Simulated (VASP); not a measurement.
Input of a VASP 6.6.1 run:

The input INCAR:

```
PREC     = Accurate       # precision mode
ENCUT    = 520            # plane-wave cutoff, eV
EDIFF    = 1E-8           # SCF threshold, eV
ISMEAR   = -1             # smearing method
SIGMA    = 0.05           # smearing width, eV
LREAL    = False          # projectors in reciprocal space
LASPH    = True           # aspherical terms in the spheres
NELM     = 60             # most SCF steps
ALGO     = Normal         # electronic algorithm
ISIF     = 2              # what is computed and relaxed
LWAVE    = False          # write WAVECAR
LCHARG   = False          # write CHGCAR
GGA      = PS             # functional
IBRION   = 8              # ionic algorithm
NSW      = 1              # ionic steps
```

KPOINTS

```
regular mesh
0
Gamma
  6 6 6
```

Contents of POSCAR:

```
Sn3Se
1.0
    4.7418790000      0.0000000000      0.0000000000
    0.0000000000      4.7418790000      0.0000000000
    0.0000000000      0.0000000000      4.7418790000
Sn Se
3 1
Direct
    0.5000000000      0.5000000000      0.0000000000
    0.5000000000      0.0000000000      0.5000000000
    0.0000000000      0.5000000000      0.5000000000
    0.0000000000      0.0000000000      0.0000000000
```

Potentials or basis: VASP PAW PBE potentials, release 64 (Sn_d, Se).

The run is started by

```bash
$ cat potpaw_PBE.64/Sn_d/POTCAR potpaw_PBE.64/Se/POTCAR > POTCAR
$ mpirun -np 1 vasp_std > vasp.out
```

Q: What does it give for the highest phonon frequency at Γ, LO-TO splitting left out?

A: 79 cm⁻¹.

Q: What does it give for the most unstable mode?

A: 56i cm⁻¹.

Phonon frequencies in cm⁻¹ (negative: imaginary):
```csv
q point,frequencies
"(0.000, 0.000, 0.000)",-56 -56 -56 -37 -37 -37 0 0 0 79 79 79
```

Caveat: the cell stands under pressure or tension, which shifts response properties; some modes are imaginary.
